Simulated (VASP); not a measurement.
Wanted: the native input for a VASP 6.6.1 run.

| Item | Value |
| --- | --- |
| Task | single point |
| Functional | r2SCAN |
| Potentials or basis | VASP PAW PBE potentials, release 64 (Zn, Se) |
| Cutoff | 520 eV |
| k mesh | 8 × 8 × 8 |
| Occupations | gaussian, width 0.02 eV |
| Spin | no spin polarisation |
| Dipole correction | no |
| Further INCAR settings | ALGO = Normal; EDIFF = 1e-06; NBANDS = 16 |

The system is ZnSe.

```
Zn Se
1.0
     0.00000    2.88851    2.88851
     2.88851    0.00000    2.88851
     2.88851    2.88851    0.00000
Zn Se
1 1
Direct
  0.00000 0.00000 0.00000
  0.25000 0.25000 0.25000
```

This cell differs from its parent crystal: volume scaled by 1.06.

These files were run (other wordings do the same):

POSCAR

```
ZnSe
1.0
    0.0000000000      2.8885073074      2.8885073074
    2.8885073074      0.0000000000      2.8885073074
    2.8885073074      2.8885073074      0.0000000000
Zn Se
1 1
Direct
    0.0000000000      0.0000000000      0.0000000000
    0.2500000000      0.2500000000      0.2500000000
```

INCAR.step1

```
ALGO     = Normal         # electronic algorithm
EDIFF    = 1E-4           # SCF threshold, eV
ENCUT    = 520            # plane-wave cutoff, eV
GGA      = PE             # functional
ISMEAR   = 0              # smearing method
LASPH    = True           # aspherical terms in the spheres
LCHARG   = False          # write CHGCAR
LREAL    = False          # projectors in reciprocal space
LWAVE    = True           # write WAVECAR
NBANDS   = 16             # bands
NELM     = 60             # most SCF steps
PREC     = Accurate       # precision mode
SIGMA    = 0.02           # smearing width, eV
```

INCAR.step2

```
ALGO     = Normal         # electronic algorithm
EDIFF    = 1E-6           # SCF threshold, eV
ENCUT    = 520            # plane-wave cutoff, eV
ISIF     = 2              # what is computed and relaxed
ISMEAR   = 0              # smearing method
ISTART   = 1            
LASPH    = True           # aspherical terms in the spheres
LCHARG   = False          # write CHGCAR
LMIXTAU  = True         
LREAL    = False          # projectors in reciprocal space
LWAVE    = False          # write WAVECAR
METAGGA  = R2SCAN         # meta-GGA
NBANDS   = 16             # bands
NELM     = 60             # most SCF steps
PREC     = Accurate       # precision mode
SIGMA    = 0.02           # smearing width, eV
```

KPOINTS

```
k-points
0
Gamma
  8 8 8
```

Potentials or basis: VASP PAW PBE potentials, release 64 (Zn, Se).

The run is started by

```sh
$ cat potpaw_PBE.64/Zn/POTCAR potpaw_PBE.64/Se/POTCAR > POTCAR
$ cp INCAR.step1 INCAR
$ mpirun -np 1 vasp_std > vasp.out
$ cp INCAR.step2 INCAR
$ mpirun -np 1 vasp_std > vasp.out
```

It gave:

- Pressure: -3.3 GPa
- Band gap on the k mesh: 1.62 eV, direct

Caveat: the PAW data sets were made with another functional, which shifts forces and pressure a little.

It took 3.7 min on 1 thread of AMD EPYC 7571, on a shared host, peak memory 0.15 GiB.
